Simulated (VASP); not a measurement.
# BN (Pm) in VASP: a series of runs, part 2 of 2

VASP 6.6.1.

## (3) Single point, PBEsol (all B atoms moved +0.013 Å, as atom 1 along Cartesian [1 1 0])

Contents of INCAR:

```
SYSTEM = BN
PREC = Accurate ; ENCUT = 520
EDIFF = 1E-7 ; ISMEAR = 0
SIGMA = 0.05 ; LREAL = .False.
LASPH = .True. ; NELM = 60
ALGO = Normal ; ISIF = 2
LWAVE = .False. ; LCHARG = .False.
GGA = PS ; NBANDS = 16
```

Contents of KPOINTS:

```
regular mesh
0
Gamma
  12 12 4
  0 0 0
```

Contents of POSCAR:

```
BN
1.0
    2.5043488457      0.0000000000      0.0000000000
   -1.2521744229      2.1688297203      0.0000000000
    0.0000000000      0.0000000000      7.0190956742
B N
2 2
Direct
    0.3389004245      0.6707420603      0.2500000000
    0.6722337579      0.3374087269      0.7500000000
    0.3333333333      0.6666666667      0.7500000000
    0.6666666667      0.3333333333      0.2500000000
```

Potentials or basis: VASP PAW PBE potentials, release 64 (B, N).

The run is started by

```bash
cat potpaw_PBE.64/B/POTCAR potpaw_PBE.64/N/POTCAR > POTCAR
mpirun -np 1 vasp_std > vasp.out
```

OUTCAR:

```text
SYSTEM = BN
   PREC = Accurate
   ENCUT = 520
   EDIFF = 1E-7
   ISMEAR = 0
   LREAL = .False.
   LASPH = .True.
   NELM = 60
   ISIF = 2
   GGA = PS

 ion  position               nearest neighbor table
   1  0.339  0.671  0.250-   4 1.44   4 1.44   4 1.46
   2  0.672  0.337  0.750-   3 1.43   3 1.45   3 1.45
   3  0.333  0.667  0.750-   2 1.43   2 1.45   2 1.45
   4  0.667  0.333  0.250-   1 1.44   1 1.44   1 1.46

  LATTYP: Found a hexagonal cell.
 ALAT       =     2.5043488457
 C/A-ratio  =     2.8027627566

  Lattice vectors:

 A1 = (   2.5043488457,   0.0000000000,   0.0000000000)
 A2 = (  -1.2521744229,   2.1688297203,   0.0000000000)
 A3 = (   0.0000000000,   0.0000000000,   7.0190956742)

Analysis of symmetry for initial positions (statically):
=====================================================================
 Subroutine PRICEL returns:
 Original cell was already a primitive cell.

 Routine SETGRP: Setting up the symmetry group for a
 hexagonal supercell.

 Subroutine GETGRP returns: Found  2 space group operations
 (whereof  1 operations were pure point group operations)
 out of a pool of 24 trial point group operations.

The static configuration has the point symmetry C_1 .
 The point group associated with its full space group is C_1h.

Analysis of symmetry for dynamics (positions and initial velocities):
=====================================================================
 Subroutine PRICEL returns:
 Original cell was already a primitive cell.

 Routine SETGRP: Setting up the symmetry group for a
 hexagonal supercell.

 Subroutine GETGRP returns: Found  2 space group operations
 (whereof  1 operations were pure point group operations)
 out of a pool of 24 trial point group operations.

The dynamic configuration has the point symmetry C_1 .
 The point group associated with its full space group is C_1h.

 Subroutine INISYM returns: Found  2 space group operations
 (whereof  1 operations are pure point group operations),
 and found     1 'primitive' translations

----------------------------------------------------------------------------------------

                                     Primitive cell

  volume of cell :      38.1243

  direct lattice vectors                    reciprocal lattice vectors
     2.504348846  0.000000000  0.000000000     0.399305393  0.230539076  0.000000000
    -1.252174423  2.168829720  0.000000000     0.000000000  0.461078152  0.000000000
     0.000000000  0.000000000  7.019095674     0.000000000  0.000000000  0.142468495

  length of vectors
     2.504348846  2.504348846  7.019095674     0.461078152  0.461078152  0.142468495

  position of ions in fractional coordinates (direct lattice)
     0.338900424  0.670742060  0.250000000
     0.672233758  0.337408727  0.750000000
     0.333333333  0.666666667  0.750000000
     0.666666667  0.333333333  0.250000000

  ion indices of the primitive-cell ions
   primitive index   ion index
                 1           1
                 2           2
                 3           3
                 4           4

----------------------------------------------------------------------------------------

 KPOINTS: regular mesh

Automatic generation of k-mesh.
 Grid dimensions read from file:
 generate k-points for:   12   12    4

 Generating k-lattice:

  Cartesian coordinates                     Fractional coordinates (reciprocal lattice)
     0.033275449  0.019211590  0.000000000     0.083333333  0.000000000  0.000000000
     0.000000000  0.038423179  0.000000000     0.000000000  0.083333333  0.000000000
     0.000000000  0.000000000  0.035617124     0.000000000  0.000000000  0.250000000

  Length of vectors
     0.038423179  0.038423179  0.035617124

  Shift w.r.t. Gamma in fractional coordinates (k-lattice)
     0.000000000  0.000000000  0.000000000

 Subroutine IBZKPT returns following result:
 ===========================================

 Found    222 irreducible k-points:

 Following reciprocal coordinates:
            Coordinates               Weight
  0.000000  0.000000  0.000000      1.000000
  0.083333 -0.000000  0.000000      2.000000
  0.000000  0.083333  0.000000      2.000000
 -0.083333  0.083333  0.000000      2.000000
  0.166667 -0.000000  0.000000      2.000000
  0.000000  0.166667  0.000000      2.000000
[... 16 lines left out ...]
  0.166667  0.083333  0.000000      2.000000
 -0.083333  0.250000  0.000000      2.000000
 [... further k-points ...]
   k-points           NKPTS =    222   k-points in BZ     NKDIM =    222   number of bands    NBANDS=     16
   number of dos      NEDOS =    301   number of ions     NIONS =      4
   total plane-waves  NPLWV =  21600
   dimension x,y,z NGX =    20 NGY =   20 NGZ =   54
   dimension x,y,z NGXF=    40 NGYF=   40 NGZF=  108
   ions per type =               2   2
   NGX,Y,Z   is equivalent  to a cutoff of  13.28, 13.28, 12.79 a.u.
   NGXF,Y,Z  is equivalent  to a cutoff of  26.55, 26.55, 25.58 a.u.
 SYSTEM =  BN
   PREC   = accura    normal or accurate (medium, high low for compatibility)
   ISTART =      0    job   : 0-new  1-cont  2-samecut
   ICHARG =      2    charge: 1-file 2-atom 10-const
   ISPIN  =      1    spin polarized calculation?
   LNONCOLLINEAR =      F non collinear calculations
   LSORBIT =      F    spin-orbit coupling
   LASPH  =      T    aspherical Exc in radial PAW
   ENCUT  =  520.0 eV  38.22 Ry    6.18 a.u.   4.66  4.66 13.05*2*pi/ulx,y,z
   NELM   =     60;   NELMIN=  2; NELMDL= -5     # of ELM steps
   EDIFF  = 0.1E-06   stopping-criterion for ELM
   LREAL  =      F    real-space projection
   EDIFFG = 0.1E-05   stopping-criterion for IOM
   NSW    =      0    number of steps for IOM
   IBRION =     -1    ionic relax: 0-MD 1-quasi-New 2-CG
   NFREE  =      0    steps in history (QN), initial steepest desc. (CG)
   ISIF   =      2    stress and relaxation
   ISYM   =      2    0-nonsym 1-usesym 2-fastsym
   POTIM  = 0.5000    time-step for ionic-motion
   TEBEG  =    0.0;   TEEND  =   0.0 temperature during run
   PSTRESS=    0.0 pullay stress
   NELECT =      16.0000    total number of electrons
   NUPDOWN=      -1.0000    fix difference up-down
   EMIN   =  10.00;   EMAX   =-10.00  energy-range for DOS
   EFERMI =   0.00;   METHOD = LEGACY
   ISMEAR =     0;   SIGMA  =   0.05  broadening in eV -4-tet -1-fermi 0-gaus
   EFERMI_NEDOS =   21; number of points for ismear=-14 and -15
   IALGO  =     38    algorithm
   IMIX   =      4    mixing-type and parameters
     AMIX     =   0.40;   BMIX     =  1.00
     AMIX_MAG =   1.60;   BMIX_MAG =  1.00
  volume/ion in A,a.u.               =       9.53        64.32
  Fermi-wavevector in a.u.,A,eV,Ry     =   1.225691  2.316220 20.440284  1.502319
  Thomas-Fermi vector in A             =   2.360720
   LORBIT       =      0    0 simple, 1 ext, 2 COOP (PROOUT), +10 PAW based schemes
   GGA     = PS    functional components
   LHFCALC =     F    Hartree Fock is set to
   AEXX    =    0.0000 exact exchange contribution
   IVDW    =     0    specifies the selected vdW correction
   LEPSILON=     F    determine dielectric tensor
   LRPA    =     F    only Hartree local field effects (RPA)
 non-spin polarized calculation
 Gauss-broadening in eV      SIGMA  =   0.05
  energy-cutoff  :      520.00
  volume of cell :       38.12
 maximum number of plane-waves:      1058
   NGX =  9   NGY =  9   NGZ = 27

 number of electron      15.9999998 magnetization

 Free energy of the ion-electron system (eV)
  ---------------------------------------------------
  ext. energy  EPLUGINS =         0.00000000
  ---------------------------------------------------
  free energy    TOTEN  =       -36.56432966 eV

  energy without entropy =      -36.56432966  energy(sigma->0) =      -36.56432966

 E-fermi :   2.0468     XC(G=0):  -9.9263

 val. band max:        1.7566569917   @ k =   0.3333   0.3333   0.5000
 cond. band min:       6.0099972427   @ k =   0.5000  -0.0000   0.0000
 fundamental gap:      4.2533402510
 Fermi energy:         2.0468284876

 k-point     1 :       0.0000    0.0000    0.0000
  band No.  band energies     occupation
      1     -15.9526      2.00000
      2     -15.7561      2.00000
      3      -4.3043      2.00000
      4      -2.6527      2.00000
      5       0.3155      2.00000
      6       0.3160      2.00000
[... 8 lines left out ...]
     15      13.6528      0.00000
     16      14.6748      0.00000
[... 419 lines left out ...]
 k-point    24 :      -0.0833    0.2500    0.0000
  band No.  band energies     occupation
      1     -15.0283      2.00000
      2     -14.8551      2.00000
      3      -3.0233      2.00000
      4      -2.5905      2.00000
      5      -2.4445      2.00000
      6      -1.4913      2.00000
[... 8 lines left out ...]
     15      16.0586      0.00000
     16      16.1952      0.00000

 [... further k-points ...]
[... 5 lines left out ...]
  --------------------------------------------------------------------------------------
  -------------------------------------------------------------------------------------
  Total        0.1358923      0.1358863     -0.0286034      0.0052864      0.0000000      0.0000000
  in kB        5.7108944      5.7106406     -1.2020616      0.2221623      0.0000000      0.0000000
  external PRESSURE =       3.4064911 kB  Pullay stress =       0.0000000 kB

 VOLUME and BASIS-vectors are now :
 -----------------------------------------------------------------------------
  energy-cutoff  :      520.00
  volume of cell :       38.12
      direct lattice vectors                 reciprocal lattice vectors
     2.504348846  0.000000000  0.000000000     0.399305393  0.230539076  0.000000000
    -1.252174423  2.168829720  0.000000000     0.000000000  0.461078152  0.000000000
     0.000000000  0.000000000  7.019095674     0.000000000  0.000000000  0.142468495

 POSITION                                       TOTAL-FORCE (eV/Angst)
 -----------------------------------------------------------------------------------
      0.00884      1.45473      1.75477        -0.357433     -0.367517      0.000000
      1.26101      0.73178      5.26432        -0.377603     -0.367520      0.000000
     -0.00000      1.44589      5.26432         0.377622      0.367520      0.000000
      1.25217      0.72294      1.75477         0.357415      0.367517      0.000000
 -----------------------------------------------------------------------------------
    total drift:                               -0.000010     -0.000015     -0.000000

  FREE ENERGIE OF THE ION-ELECTRON SYSTEM (eV)
  ---------------------------------------------------
  free  energy   TOTEN  =       -36.5643296623 eV

  energy  without entropy=      -36.5643296623  energy(sigma->0) =      -36.56432966
```

OSZICAR:

```text
N       E                     dE             d eps       ncg     rms          rms(c)
DAV:   1     0.491038854231E+02    0.49104E+02   -0.78956E+03  7136   0.916E+02
DAV:   2    -0.366431132733E+02   -0.85747E+02   -0.77979E+02  9936   0.218E+02
DAV:   3    -0.400397053314E+02   -0.33966E+01   -0.33824E+01  9216   0.436E+01
DAV:   4    -0.400635140654E+02   -0.23809E-01   -0.23805E-01  9024   0.407E+00
DAV:   5    -0.400637557844E+02   -0.24172E-03   -0.24172E-03  9128   0.391E-01    0.111E+01
DAV:   6    -0.369570766753E+02    0.31067E+01   -0.49772E+00  9248   0.168E+01    0.504E+00
DAV:   7    -0.366550017313E+02    0.30207E+00   -0.52765E-01  9632   0.522E+00    0.310E+00
DAV:   8    -0.365675286424E+02    0.87473E-01   -0.23072E-01  9392   0.318E+00    0.465E-01
DAV:   9    -0.365633208470E+02    0.42078E-02   -0.14753E-02  7904   0.957E-01    0.181E-01
DAV:  10    -0.365642025447E+02   -0.88170E-03   -0.11643E-03  8352   0.257E-01    0.313E-02
DAV:  11    -0.365643149958E+02   -0.11245E-03   -0.78642E-05  8888   0.669E-02    0.222E-02
DAV:  12    -0.365643294641E+02   -0.14468E-04   -0.28036E-05  7928   0.341E-02    0.206E-03
DAV:  13    -0.365643295958E+02   -0.13172E-06   -0.59144E-07  9576   0.607E-03    0.103E-03
DAV:  14    -0.365643296623E+02   -0.66479E-07   -0.13174E-07  7232   0.233E-03
   1 F= -.36564330E+02 E0= -.36564330E+02  d E =-.466346E-18
```

stdout:

```text
POSCAR found type information on POSCAR B N
 POSCAR found :  2 types and       4 ions
 scaLAPACK will be used
 -----------------------------------------------------------------------------
|                                                                             |
|                                                                             |
|     You enforced a specific xc type in the INCAR file but a different       |
|     I HOPE YOU KNOW WHAT YOU ARE DOING!                                     |
|                                                                             |
 -----------------------------------------------------------------------------

 LDA part: xc-table for (Slater+PW92), standard interpolation
 POSCAR, INCAR and KPOINTS ok, starting setup
 FFT: planning ... GRIDC
 FFT: planning ... GRID_SOFT
 FFT: planning ... GRID
 WAVECAR not read
 entering main loop
```

Run time: 1.9 min. Hardware: 1 thread of Intel Xeon 6975P-C, shared host; peak memory 0.23 GiB.

What came out:

- Free energy: -36.5643 eV
- Pressure: 0.3 GPa
- Largest force: 0.527 eV/Å
- Band gap on the k mesh: 4.25 eV, indirect (least direct gap 4.60 eV)

Forces in eV/Å, atoms in the order of the input:
```
B   -0.357 -0.368  0.000
B   -0.378 -0.368  0.000
N    0.378  0.368  0.000
N    0.357  0.368  0.000
```

Levels at points of the mesh, in eV from the valence-band top:
```
           k point  band 5  band 6  band 7  band 8  band 9  band 10  band 11  band 12
(0.00, 0.00, 0.00)   -1.44   -1.44   -1.15   -1.15    4.77     9.52    11.36    11.36
(0.50, 0.00, 0.00)   -4.19   -4.03   -1.31   -0.55    4.25     5.38     9.41     9.92
(0.00, 0.50, 0.00)   -4.17   -4.05   -1.31   -0.55    4.26     5.37     9.41     9.92
(0.50, 0.50, 0.00)   -4.13   -4.08   -1.31   -0.55    4.26     5.37     9.41     9.91
(0.00, 0.00, 0.50)   -1.44   -1.44   -1.15   -1.15    6.86     6.86    11.36    11.37
(0.50, 0.00, 0.50)   -4.18   -4.04   -0.97   -0.88    4.58     4.76     9.79     9.83
(0.00, 0.50, 0.50)   -4.16   -4.06   -0.96   -0.89    4.60     4.73     9.79     9.82
(0.50, 0.50, 0.50)   -4.13   -4.09   -0.94   -0.91    4.64     4.69     9.80     9.81
```

Caveat: the cell differs from its parent crystal (all B atoms moved +0.013 Å, as atom 1 along Cartesian [1 1 0]); the PAW data sets were made with another functional, which shifts forces and pressure a little; this functional lacks dispersion, which binds the layers, so the pressure and a relaxed spacing across them are unreliable.
